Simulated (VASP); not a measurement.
# TiN (Fm-3m) in VASP: further runs, part 2 of 2

VASP 6.6.1.

### 3 Single point, PBEsol

Contents of INCAR:

```
SYSTEM = TiN
ALGO = Normal
EDIFF = 1E-6
ENCUT = 600
GGA = PS
GGA_COMPAT = .False.
ISIF = 2
ISMEAR = 1
LASPH = .True.
LCHARG = .True.
LELF = .True.
LREAL = .False.
LVHAR = .True.
LWAVE = .False.
NBANDS = 16
NELM = 120
PREC = Accurate
SIGMA = 0.2
```

Contents of KPOINTS:

```
k-points
0
Gamma
  11 11 11
  0 0 0
```

Contents of POSCAR:

```
TiN
1.0
    0.0000000000      2.1190000000      2.1190000000
    2.1190000000      0.0000000000      2.1190000000
    2.1190000000      2.1190000000      0.0000000000
Ti N
1 1
Direct
    0.0000000000      0.0000000000      0.0000000000
    0.5000000000      0.5000000000      0.5000000000
```

Potentials or basis: VASP PAW PBE potentials, release 64 (Ti_sv, N).

Run with:

```
$ cat potpaw_PBE.64/Ti_sv/POTCAR potpaw_PBE.64/N/POTCAR > POTCAR
$ mpirun -np 1 vasp_std > vasp.out
```

OUTCAR:

```text
SYSTEM = TiN
   EDIFF = 1E-6
   ENCUT = 600
   GGA = PS
   ISIF = 2
   ISMEAR = 1
   LASPH = .True.
   LREAL = .False.
   NELM = 120
   PREC = Accurate

 ion  position               nearest neighbor table
   1  0.000  0.000  0.000-   2 2.12   2 2.12   2 2.12   2 2.12   2 2.12   2 2.12
   2  0.500  0.500  0.500-   1 2.12   1 2.12   1 2.12   1 2.12   1 2.12   1 2.12

  LATTYP: Found a face centered cubic cell.
 ALAT       =     4.2380000000

  Lattice vectors:

 A1 = (   0.0000000000,   2.1190000000,   2.1190000000)
 A2 = (   2.1190000000,   0.0000000000,   2.1190000000)
 A3 = (   2.1190000000,   2.1190000000,   0.0000000000)

Analysis of symmetry for initial positions (statically):
=====================================================================
 Subroutine PRICEL returns:
 Original cell was already a primitive cell.

 Routine SETGRP: Setting up the symmetry group for a
 face centered cubic supercell.

 Subroutine GETGRP returns: Found 48 space group operations
 (whereof 48 operations were pure point group operations)
 out of a pool of 48 trial point group operations.

The static configuration has the point symmetry O_h .

Analysis of symmetry for dynamics (positions and initial velocities):
=====================================================================
 Subroutine PRICEL returns:
 Original cell was already a primitive cell.

 Routine SETGRP: Setting up the symmetry group for a
 face centered cubic supercell.

 Subroutine GETGRP returns: Found 48 space group operations
 (whereof 48 operations were pure point group operations)
 out of a pool of 48 trial point group operations.

The dynamic configuration has the point symmetry O_h .

 Subroutine INISYM returns: Found 48 space group operations
 (whereof 48 operations are pure point group operations),
 and found     1 'primitive' translations

----------------------------------------------------------------------------------------

                                     Primitive cell

  volume of cell :      19.0293

  direct lattice vectors                    reciprocal lattice vectors
     0.000000000  2.119000000  2.119000000    -0.235960359  0.235960359  0.235960359
     2.119000000  0.000000000  2.119000000     0.235960359 -0.235960359  0.235960359
     2.119000000  2.119000000  0.000000000     0.235960359  0.235960359 -0.235960359

  length of vectors
     2.996718539  2.996718539  2.996718539     0.408695330  0.408695330  0.408695330

  position of ions in fractional coordinates (direct lattice)
     0.000000000  0.000000000  0.000000000
     0.500000000  0.500000000  0.500000000

  ion indices of the primitive-cell ions
   primitive index   ion index
                 1           1
                 2           2

----------------------------------------------------------------------------------------

 KPOINTS: k-points

Automatic generation of k-mesh.
 Grid dimensions read from file:
 generate k-points for:   11   11   11

 Generating k-lattice:

  Cartesian coordinates                     Fractional coordinates (reciprocal lattice)
    -0.021450942  0.021450942  0.021450942     0.090909091  0.000000000  0.000000000
     0.021450942 -0.021450942  0.021450942     0.000000000  0.090909091  0.000000000
     0.021450942  0.021450942 -0.021450942     0.000000000  0.000000000  0.090909091

  Length of vectors
     0.037154121  0.037154121  0.037154121

  Shift w.r.t. Gamma in fractional coordinates (k-lattice)
     0.000000000  0.000000000  0.000000000

 Subroutine IBZKPT returns following result:
 ===========================================

 Found     56 irreducible k-points:

 Following reciprocal coordinates:
            Coordinates               Weight
  0.000000  0.000000  0.000000      1.000000
  0.090909  0.000000  0.000000      8.000000
  0.181818  0.000000  0.000000      8.000000
  0.272727  0.000000  0.000000      8.000000
  0.363636  0.000000  0.000000      8.000000
  0.454545  0.000000  0.000000      8.000000
[... 16 lines left out ...]
 -0.272727  0.181818  0.000000     24.000000
 -0.181818  0.181818  0.000000     12.000000
 [... further k-points ...]
   k-points           NKPTS =     56   k-points in BZ     NKDIM =     56   number of bands    NBANDS=     16
   number of dos      NEDOS =    301   number of ions     NIONS =      2
   total plane-waves  NPLWV =  13824
   dimension x,y,z NGX =    24 NGY =   24 NGZ =   24
   dimension x,y,z NGXF=    48 NGYF=   48 NGZF=   48
   ions per type =               1   1
   NGX,Y,Z   is equivalent  to a cutoff of  13.31, 13.31, 13.31 a.u.
   NGXF,Y,Z  is equivalent  to a cutoff of  26.63, 26.63, 26.63 a.u.
 SYSTEM =  TiN
   PREC   = accura    normal or accurate (medium, high low for compatibility)
   ISTART =      0    job   : 0-new  1-cont  2-samecut
   ICHARG =      2    charge: 1-file 2-atom 10-const
   ISPIN  =      1    spin polarized calculation?
   LNONCOLLINEAR =      F non collinear calculations
   LSORBIT =      F    spin-orbit coupling
   LASPH  =      T    aspherical Exc in radial PAW
   ENCUT  =  600.0 eV  44.10 Ry    6.64 a.u.   5.99  5.99  5.99*2*pi/ulx,y,z
   NELM   =    120;   NELMIN=  2; NELMDL= -5     # of ELM steps
   EDIFF  = 0.1E-05   stopping-criterion for ELM
   LREAL  =      F    real-space projection
   EDIFFG = 0.1E-04   stopping-criterion for IOM
   NSW    =      0    number of steps for IOM
   IBRION =     -1    ionic relax: 0-MD 1-quasi-New 2-CG
   NFREE  =      0    steps in history (QN), initial steepest desc. (CG)
   ISIF   =      2    stress and relaxation
   ISYM   =      2    0-nonsym 1-usesym 2-fastsym
   POTIM  = 0.5000    time-step for ionic-motion
   TEBEG  =    0.0;   TEEND  =   0.0 temperature during run
   PSTRESS=    0.0 pullay stress
   NELECT =      17.0000    total number of electrons
   NUPDOWN=      -1.0000    fix difference up-down
   EMIN   =  10.00;   EMAX   =-10.00  energy-range for DOS
   EFERMI =   0.00;   METHOD = LEGACY
   ISMEAR =     1;   SIGMA  =   0.20  broadening in eV -4-tet -1-fermi 0-gaus
   EFERMI_NEDOS =   21; number of points for ismear=-14 and -15
   IALGO  =     38    algorithm
   IMIX   =      4    mixing-type and parameters
     AMIX     =   0.40;   BMIX     =  1.00
     AMIX_MAG =   1.60;   BMIX_MAG =  1.00
  volume/ion in A,a.u.               =       9.51        64.21
  Fermi-wavevector in a.u.,A,eV,Ry     =   1.576704  2.979539 33.824024  2.485996
  Thomas-Fermi vector in A             =   2.677497
   LORBIT       =      0    0 simple, 1 ext, 2 COOP (PROOUT), +10 PAW based schemes
   GGA     = PS    functional components
   LHFCALC =     F    Hartree Fock is set to
   AEXX    =    0.0000 exact exchange contribution
   IVDW    =     0    specifies the selected vdW correction
   LEPSILON=     F    determine dielectric tensor
   LRPA    =     F    only Hartree local field effects (RPA)
 non-spin polarized calculation
 Methfessel and Paxton  Order N= 1 SIGMA  =   0.20
  energy-cutoff  :      600.00
  volume of cell :       19.03
 maximum number of plane-waves:       648
   NGX = 11   NGY = 11   NGZ = 11

 number of electron      17.0000001 magnetization

 Free energy of the ion-electron system (eV)
  ---------------------------------------------------
  ext. energy  EPLUGINS =         0.00000000
  ---------------------------------------------------
  free energy    TOTEN  =       -20.76667362 eV

  energy without entropy =      -20.76415625  energy(sigma->0) =      -20.76583450

 E-fermi :  11.3505     XC(G=0): -13.2370

 val. band max:       11.3489384656   @ k =  -0.1818   0.0909   0.0000
 cond. band min:      11.3791772785   @ k =   0.1818   0.0000   0.0000
 fundamental gap:      0.0302388129
 Fermi energy:        11.3505111987

 k-point     1 :       0.0000    0.0000    0.0000
  band No.  band energies     occupation
      1     -46.2601      2.00000
      2     -22.3382      2.00000
      3     -22.3382      2.00000
      4     -22.3382      2.00000
      5      -5.7098      2.00000
      6       9.3255      2.00000
[... 8 lines left out ...]
     15      24.4086      0.00000
     16      31.1001      0.00000
[... 419 lines left out ...]
 k-point    24 :      -0.1818    0.1818    0.0000
  band No.  band energies     occupation
      1     -46.1934      2.00000
      2     -22.7043      2.00000
      3     -22.4734      2.00000
      4     -22.3607      2.00000
      5      -4.3308      2.00000
      6       5.2609      2.00000
[... 8 lines left out ...]
     15      23.9826      0.00000
     16      26.7840      0.00000

 [... further k-points ...]

------------------------ aborting loop because EDIFF is reached ----------------------------------------

  FORCE on cell =-STRESS in cart. coord.  units (eV):
  Direction    XX          YY          ZZ          XY          YZ          ZX
  --------------------------------------------------------------------------------------
  -------------------------------------------------------------------------------------
  Total       -0.7740151     -0.7740151     -0.7740151     -0.0000000     -0.0000000      0.0000000
  in kB      -65.1684109    -65.1684109    -65.1684109     -0.0000000     -0.0000000      0.0000000
  external PRESSURE =     -65.1684109 kB  Pullay stress =       0.0000000 kB

 VOLUME and BASIS-vectors are now :
 -----------------------------------------------------------------------------
  energy-cutoff  :      600.00
  volume of cell :       19.03
      direct lattice vectors                 reciprocal lattice vectors
     0.000000000  2.119000000  2.119000000    -0.235960359  0.235960359  0.235960359
     2.119000000  0.000000000  2.119000000     0.235960359 -0.235960359  0.235960359
     2.119000000  2.119000000  0.000000000     0.235960359  0.235960359 -0.235960359

 POSITION                                       TOTAL-FORCE (eV/Angst)
 -----------------------------------------------------------------------------------
      0.00000      0.00000      0.00000        -0.000000      0.000000     -0.000000
      2.11900      2.11900      2.11900         0.000000     -0.000000      0.000000
 -----------------------------------------------------------------------------------
    total drift:                                0.000000     -0.000000     -0.000000

  FREE ENERGIE OF THE ION-ELECTRON SYSTEM (eV)
  ---------------------------------------------------
  free  energy   TOTEN  =       -20.7666736248 eV

  energy  without entropy=      -20.7641562482  energy(sigma->0) =      -20.76583450
```

OSZICAR:

```text
N       E                     dE             d eps       ncg     rms          rms(c)
DAV:   1     0.142438327291E+03    0.14244E+03   -0.90929E+03  1792   0.141E+03
DAV:   2    -0.171147411506E+02   -0.15955E+03   -0.14924E+03  2040   0.365E+02
DAV:   3    -0.255551090531E+02   -0.84404E+01   -0.83400E+01  2192   0.882E+01
DAV:   4    -0.257441524170E+02   -0.18904E+00   -0.18889E+00  2232   0.125E+01
DAV:   5    -0.257481660655E+02   -0.40136E-02   -0.40136E-02  2136   0.162E+00    0.184E+01
DAV:   6    -0.211561945542E+02    0.45920E+01   -0.12383E+01  2368   0.538E+01    0.683E+00
DAV:   7    -0.208171078659E+02    0.33909E+00   -0.15177E+00  2176   0.156E+01    0.501E+00
DAV:   8    -0.210707931052E+02   -0.25369E+00   -0.12074E+00  2408   0.162E+01    0.665E+00
DAV:   9    -0.207748012579E+02    0.29599E+00   -0.42066E-01  2000   0.101E+01    0.141E+00
DAV:  10    -0.207692605268E+02    0.55407E-02   -0.42770E-02  2160   0.234E+00    0.405E-01
DAV:  11    -0.207667952456E+02    0.24653E-02   -0.50868E-03  2160   0.670E-01    0.190E-01
DAV:  12    -0.207667337336E+02    0.61512E-04   -0.40663E-04  2080   0.209E-01    0.886E-02
DAV:  13    -0.207666821913E+02    0.51542E-04   -0.20829E-04  2208   0.224E-01    0.203E-02
DAV:  14    -0.207666735883E+02    0.86030E-05   -0.14767E-05  2232   0.530E-02    0.858E-03
DAV:  15    -0.207666736248E+02   -0.36488E-07   -0.22500E-06  1848   0.123E-02
   1 F= -.20766674E+02 E0= -.20765834E+02  d E =-.251738E-02
```

It took 18 s on 1 thread of AMD EPYC 7R43 (Zen 3), shared host; peak memory 0.12 GiB.

Results:

```yaml
Free_energy: -20.7667 eV
Pressure: -6.5 GPa
Band_gap_on_the_k_mesh: zero (an odd number of electrons rules out a gap without spin polarisation)
```

Caveat: the cell stands under tension; the PAW data sets were made with another functional, which shifts forces and pressure a little.

### 4 Single point, PBEsol

Contents of INCAR:

```
SYSTEM = TiN
PREC = Accurate
ENCUT = 600
EDIFF = 1E-6
ISMEAR = 1
SIGMA = 0.1
LREAL = .FALSE.
LASPH = .TRUE.
NELM = 120
ALGO = Normal
ISIF = 2
LWAVE = .FALSE.
LCHARG = .TRUE.
GGA = PS
LELF = .TRUE.
LVHAR = .TRUE.
NBANDS = 16
GGA_COMPAT = .FALSE.
```

Contents of KPOINTS:

```
regular mesh
0
G
  11 11 11
  0 0 0
```

POSCAR is that of step 3.

Run with:

```
$ cat potpaw_PBE.64/Ti_sv/POTCAR potpaw_PBE.64/N/POTCAR > POTCAR
$ mpirun -np 1 vasp_std > vasp.out
```

Run time: 19 s. Hardware: 1 thread of AMD EPYC 7R43 (Zen 3), shared host; peak memory 0.12 GiB.

Results (log left out):

| Property | Result |
| --- | --- |
| Free energy | -20.7653 eV |
| Pressure | -6.5 GPa |
| Band gap on the k mesh | zero (an odd number of electrons rules out a gap without spin polarisation) |

Levels at points of the mesh, in eV from the Fermi level:
| k point | band 7 | band 8 | band 9 | band 10 | band 11 | band 12 |
| --- | --- | --- | --- | --- | --- | --- |
| (0.00, 0.00, 0.00) | -2.04 | -2.04 | -0.65 | -0.65 | -0.65 | 0.56 |

Caveat: the cell stands under tension; the PAW data sets were made with another functional, which shifts forces and pressure a little.

### 5 Single point, PBEsol

Contents of INCAR:

```
SYSTEM = TiN
ALGO = Normal
EDIFF = 1E-6
ENCUT = 600
GGA = PS
GGA_COMPAT = .FALSE.
ISIF = 2
ISMEAR = 1
LASPH = .TRUE.
LCHARG = .FALSE.
LREAL = .FALSE.
LWAVE = .FALSE.
NBANDS = 16
NELM = 120
PREC = Accurate
SIGMA = 0.05
```

Contents of KPOINTS:

```
k-points
0
G
  11 11 11
  0 0 0
```

POSCAR is that of step 4.

Run with:

```
$ cat potpaw_PBE.64/Ti_sv/POTCAR potpaw_PBE.64/N/POTCAR > POTCAR
$ mpirun -np 1 vasp_std > vasp.out
```

Run time: 19 s. Hardware: 1 thread of AMD EPYC 7R43 (Zen 3), shared host; peak memory 0.12 GiB.

It converged, with:

```
Free energy            : -20.7647 eV
Pressure               : -6.5 GPa
Band gap on the k mesh : zero (an odd number of electrons rules out a gap without spin polarisation)
```

Levels at points of the mesh, in eV from the Fermi level:
| k point | band 7 | band 8 | band 9 | band 10 | band 11 | band 12 |
| --- | --- | --- | --- | --- | --- | --- |
| (0.00, 0.00, 0.00) | -2.04 | -2.04 | -0.65 | -0.65 | -0.65 | 0.56 |

Caveat: the cell stands under tension; the PAW data sets were made with another functional, which shifts forces and pressure a little.

### 6 Overview

```csv
smearing,gap on the mesh (eV),pressure (GPa)
methfessel-paxton 0.3 eV,none,-6.5
methfessel-paxton 0.2 eV,none,-6.5
methfessel-paxton 0.1 eV,none,-6.5
methfessel-paxton 0.05 eV,none,-6.5
```

Alike in all rows: task single point; level PBEsol; potentials or basis VASP PAW PBE potentials, release 64 (Ti_sv, N); no spin polarisation; cell as given; k mesh 11 × 11 × 11; cutoff (eV) 600.

Caveats: the cell stands under tension; the PAW data sets were made with another functional, which shifts forces and pressure a little; so wide a smearing shifts energies and pressures (at least some runs).

Total energies depend on the potentials used, so only differences within one code and one set of settings carry meaning.

The gap in the log of VASP goes by the Fermi energy; the results here count the filled bands.